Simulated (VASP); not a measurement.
# Sb2Pt (Pa-3) in VASP: a series of runs

The runs below take Sb2Pt through electric field gradients, with r2SCAN, PBE.

Everything below comes from runs of VASP 6.6.1. Logs are shortened: lines on timing, memory, paths and dates and some standing lists are left out, and cuts for length are marked.

**1. The cell of the first run**

The structure is cubic, space group Pa-3 (No. 205). The conventional cell has a = 6.420 Å, b = 6.420 Å, c = 6.420 Å, α = 90.00°, β = 90.00°, γ = 90.00°. Within 3.6 Å of Sb (site symmetry 3) lie 3 Pt at 2.66 Å and 7 Sb at 2.79 to 3.59 Å. Pt (site symmetry -3) has 6 Sb at 2.66 Å within 3.5 Å.

**2. Electric field gradients, r2SCAN**

Contents of POSCAR:

```
Sb2Pt
1.0
    6.4200000000      0.0000000000      0.0000000000
    0.0000000000      6.4200000000      0.0000000000
    0.0000000000      0.0000000000      6.4200000000
Sb Pt
8 4
Direct
    0.3743638112      0.3743638112      0.3743638112
    0.1256361888      0.6256361888      0.8743638112
    0.8743638112      0.1256361888      0.6256361888
    0.6256361888      0.8743638112      0.1256361888
    0.6256361888      0.6256361888      0.6256361888
    0.8743638112      0.3743638112      0.1256361888
    0.1256361888      0.8743638112      0.3743638112
    0.3743638112      0.1256361888      0.8743638112
    0.0000000000      0.0000000000      0.0000000000
    0.5000000000      0.0000000000      0.5000000000
    0.5000000000      0.5000000000      0.0000000000
    0.0000000000      0.5000000000      0.5000000000
```

Contents of INCAR.step1:

```
  PREC = Accurate
  ENCUT = 470
  ISMEAR = -1
  SIGMA = 0.05
  LREAL = False
  LASPH = True
  NELM = 120
  NBANDS = 108
  GGA = PE
  ALGO = Normal
  EDIFF = 1E-5
  LWAVE = True
  LCHARG = False
  GGA_COMPAT = False
```

Contents of INCAR.step2:

```
  PREC = Accurate
  ENCUT = 470
  EDIFF = 1E-7
  ISMEAR = -1
  SIGMA = 0.05
  LREAL = False
  LASPH = True
  NELM = 120
  ALGO = Normal
  ISIF = 2
  LWAVE = False
  LCHARG = False
  METAGGA = R2SCAN
  LMIXTAU = True
  LEFG = True
  NBANDS = 108
  ISTART = 1
  GGA_COMPAT = False
```

Contents of KPOINTS:

```
Automatic mesh
0
Gamma
  5 5 5
```

Potentials or basis: VASP PAW PBE potentials, release 64 (Sb_d_GW, Pt_sv_GW).

Launch:

```
$ cat potpaw_PBE.64/Sb_d_GW/POTCAR potpaw_PBE.64/Pt_sv_GW/POTCAR > POTCAR
$ cp INCAR.step1 INCAR
$ mpirun -np 1 vasp_std > vasp.out
$ cp INCAR.step2 INCAR
$ mpirun -np 1 vasp_std > vasp.out
```

OUTCAR:

```text
PREC = Accurate
   ENCUT = 470
   EDIFF = 1E-7
   ISMEAR = -1
   LREAL = False
   LASPH = True
   NELM = 120
   ISIF = 2
   METAGGA = R2SCAN
   ISTART = 1

 ion  position               nearest neighbor table
   1  0.374  0.374  0.374-  10 2.66  11 2.66  12 2.66   5 2.79
   2  0.126  0.626  0.874-   9 2.66  11 2.66  12 2.66   6 2.79
   3  0.874  0.126  0.626-   9 2.66  10 2.66  12 2.66   7 2.79
   4  0.626  0.874  0.126-   9 2.66  10 2.66  11 2.66   8 2.79
   5  0.626  0.626  0.626-  10 2.66  11 2.66  12 2.66   1 2.79
   6  0.874  0.374  0.126-   9 2.66  11 2.66  12 2.66   2 2.79
   7  0.126  0.874  0.374-   9 2.66  10 2.66  12 2.66   3 2.79
   8  0.374  0.126  0.874-   9 2.66  10 2.66  11 2.66   4 2.79
   9  0.000  0.000  0.000-   2 2.66   3 2.66   4 2.66   6 2.66   7 2.66   8 2.66
  10  0.500  0.000  0.500-   1 2.66   3 2.66   4 2.66   5 2.66   7 2.66   8 2.66
  11  0.500  0.500  0.000-   1 2.66   2 2.66   4 2.66   5 2.66   6 2.66   8 2.66
  12  0.000  0.500  0.500-   1 2.66   2 2.66   3 2.66   5 2.66   6 2.66   7 2.66

  LATTYP: Found a simple cubic cell.
 ALAT       =     6.4200000000

  Lattice vectors:

 A1 = (   6.4200000000,   0.0000000000,   0.0000000000)
 A2 = (   0.0000000000,   6.4200000000,   0.0000000000)
 A3 = (   0.0000000000,   0.0000000000,   6.4200000000)

Analysis of symmetry for initial positions (statically):
=====================================================================
 Subroutine PRICEL returns:
 Original cell was already a primitive cell.

 Routine SETGRP: Setting up the symmetry group for a
 simple cubic supercell.

 Subroutine GETGRP returns: Found 24 space group operations
 (whereof  6 operations were pure point group operations)
 out of a pool of 48 trial point group operations.

The static configuration has the point symmetry S_6 .
 The point group associated with its full space group is T_h .

Analysis of symmetry for dynamics (positions and initial velocities):
=====================================================================
 Subroutine PRICEL returns:
 Original cell was already a primitive cell.

 Routine SETGRP: Setting up the symmetry group for a
 simple cubic supercell.

 Subroutine GETGRP returns: Found 24 space group operations
 (whereof  6 operations were pure point group operations)
 out of a pool of 48 trial point group operations.

[... 1395 lines left out ...]
  energy-cutoff  :      470.00
  volume of cell :      264.61
      direct lattice vectors                 reciprocal lattice vectors
     6.420000000  0.000000000  0.000000000     0.155763240  0.000000000  0.000000000
     0.000000000  6.420000000  0.000000000     0.000000000  0.155763240  0.000000000
     0.000000000  0.000000000  6.420000000     0.000000000  0.000000000  0.155763240

 POSITION                                       TOTAL-FORCE (eV/Angst)
 -----------------------------------------------------------------------------------
      2.40342      2.40342      2.40342         0.077757      0.077757      0.077757
      0.80658      4.01658      5.61342        -0.077757     -0.077757      0.077757
      5.61342      0.80658      4.01658         0.077757     -0.077757     -0.077757
      4.01658      5.61342      0.80658        -0.077757      0.077757     -0.077757
      4.01658      4.01658      4.01658        -0.077757     -0.077757     -0.077757
      5.61342      2.40342      0.80658         0.077757      0.077757     -0.077757
      0.80658      5.61342      2.40342        -0.077757      0.077757      0.077757
      2.40342      0.80658      5.61342         0.077757     -0.077757      0.077757
      0.00000      0.00000      0.00000        -0.000000      0.000000      0.000000
      3.21000      0.00000      3.21000        -0.000000      0.000000      0.000000
      3.21000      3.21000      0.00000        -0.000000      0.000000      0.000000
      0.00000      3.21000      3.21000        -0.000000      0.000000      0.000000
 -----------------------------------------------------------------------------------
    total drift:                               -0.000000      0.000000     -0.000000

  FREE ENERGIE OF THE ION-ELECTRON SYSTEM (eV)
  ---------------------------------------------------
  free  energy   TOTEN  =      -417.6060755652 eV

  energy  without entropy=     -417.5993064102  energy(sigma->0) =     -417.60269099

 Electric field gradients (V/A^2)
---------------------------------------------------------------------
 ion       V_xx      V_yy      V_zz      V_xy      V_xz      V_yz
---------------------------------------------------------------------
   1       0.000    -0.000     0.000    30.958    30.958    30.958
   2      -0.000    -0.000     0.000    30.958   -30.958   -30.958
   3      -0.000    -0.000     0.000   -30.958   -30.958    30.958
   4       0.000    -0.000     0.000   -30.958    30.958   -30.958
   5       0.000    -0.000     0.000    30.958    30.958    30.958
   6       0.000    -0.000     0.000    30.958   -30.958   -30.958
   7      -0.000     0.000     0.000   -30.958   -30.958    30.958
   8       0.000    -0.000     0.000   -30.958    30.958   -30.958
   9       0.000     0.000    -0.000   -20.445   -20.445   -20.445
  10       0.000     0.000    -0.000   -20.445    20.445    20.445
  11      -0.000     0.000     0.000    20.445    20.445   -20.445
  12       0.000     0.000     0.000    20.445   -20.445    20.445
---------------------------------------------------------------------

 Electric field gradients after diagonalization (V/A^2)
 (convention: |V_zz| > |V_xx| > |V_yy|)
----------------------------------------------------------------------
 ion       V_xx      V_yy      V_zz     asymmetry (V_yy - V_xx)/ V_zz
----------------------------------------------------------------------
   1     -30.958   -30.958    61.917       0.000
   2     -30.958   -30.958    61.917       0.000
   3     -30.958   -30.958    61.917       0.000
   4     -30.958   -30.958    61.917       0.000
   5     -30.958   -30.958    61.917       0.000
   6     -30.958   -30.958    61.917       0.000
   7     -30.958   -30.958    61.917       0.000
   8     -30.958   -30.958    61.917       0.000
   9      20.445    20.445   -40.890       0.000
  10      20.445    20.445   -40.890       0.000
  11      20.445    20.445   -40.890       0.000
  12      20.445    20.445   -40.890       0.000
----------------------------------------------------------------------

           NMR quadrupolar parameters

 Cq : quadrupolar parameter    Cq=e*Q*V_zz/h
 eta: asymmetry parameters     (V_yy - V_xx)/ V_zz
 Q  : nuclear electric quadrupole moment in mb (millibarn)
----------------------------------------------------------------------
 ion       Cq(MHz)       eta       Q (mb)
----------------------------------------------------------------------
   1       0.150       0.000       1.000
   2       0.150       0.000       1.000
   3       0.150       0.000       1.000
   4       0.150       0.000       1.000
   5       0.150       0.000       1.000
   6       0.150       0.000       1.000
   7       0.150       0.000       1.000
   8       0.150       0.000       1.000
   9      -0.099       0.000       1.000
  10      -0.099       0.000       1.000
  11      -0.099       0.000       1.000
  12      -0.099       0.000       1.000
----------------------------------------------------------------------
```

OSZICAR.step1:

```text
N       E                     dE             d eps       ncg     rms          rms(c)
DAV:   1     0.584909361075E+04    0.58491E+04   -0.32429E+04  3252   0.165E+04
DAV:   2     0.241966285700E+04   -0.34294E+04   -0.32610E+04  3744   0.280E+03
DAV:   3     0.705449327265E+03   -0.17142E+04   -0.16600E+04  4320   0.939E+02
[... 11 lines left out ...]
DAV:  15    -0.626685495131E+02    0.16265E-02   -0.27694E-03  3240   0.295E-01    0.116E+00
DAV:  16    -0.626682909680E+02    0.25855E-03   -0.76606E-04  3032   0.187E-01    0.634E-01
DAV:  17    -0.626681974518E+02    0.93516E-04   -0.12373E-04  2168   0.151E-01    0.258E-01
DAV:  18    -0.626681928190E+02    0.46328E-05   -0.24693E-04  2416   0.930E-02    0.132E-01
DAV:  19    -0.626681927140E+02    0.10493E-06   -0.18001E-05  1584   0.129E-01
   1 F= -.62668193E+02 E0= -.62662841E+02  d E =-.107031E-01
```

Wall time 21 min (1 thread of Intel Xeon Platinum 8488C (Sapphire Rapids), shared host); peak memory 0.49 GiB.

What came out:

* Free energy: -417.6061 eV
* Pressure: 4.3 GPa
* Largest force: 0.135 eV/Å
* Band gap on the k mesh: 0.03 eV (least direct gap 0.19 eV)
* Largest electric field gradient by atom: Sb +61.9; Pt -40.9 V/Å²

Forces on the atoms (eV/Å):
```
Sb   0.078  0.078  0.078
Sb  -0.078 -0.078  0.078
Sb   0.078 -0.078 -0.078
Sb  -0.078  0.078 -0.078
Sb  -0.078 -0.078 -0.078
Sb   0.078  0.078 -0.078
Sb  -0.078  0.078  0.078
Sb   0.078 -0.078  0.078
Pt   0.000  0.000  0.000
Pt   0.000  0.000  0.000
Pt   0.000  0.000  0.000
Pt   0.000  0.000  0.000
```

Electric field gradients, principal values (V/Å²):
```tsv
atom	least	middle	greatest (by size)
1 Sb	-30.958	-30.958	61.917
2 Sb	-30.958	-30.958	61.917
3 Sb	-30.958	-30.958	61.917
4 Sb	-30.958	-30.958	61.917
5 Sb	-30.958	-30.958	61.917
6 Sb	-30.958	-30.958	61.917
7 Sb	-30.958	-30.958	61.917
8 Sb	-30.958	-30.958	61.917
9 Pt	20.445	20.445	-40.890
10 Pt	20.445	20.445	-40.890
11 Pt	20.445	20.445	-40.890
12 Pt	20.445	20.445	-40.890
```

Caveat: the cell stands under pressure; the smearing spreads over this small gap; without QUAD_EFG the Cq values of the log hold for a quadrupole moment of 1 mb, not for the nuclei; the PAW data sets were made with another functional, which shifts forces and pressure a little; spin-orbit coupling is left out, which moves the levels of the heavy elements; an odd mesh through Γ misses points on the zone boundary, where band edges can lie.

[end of part 1 of 2]
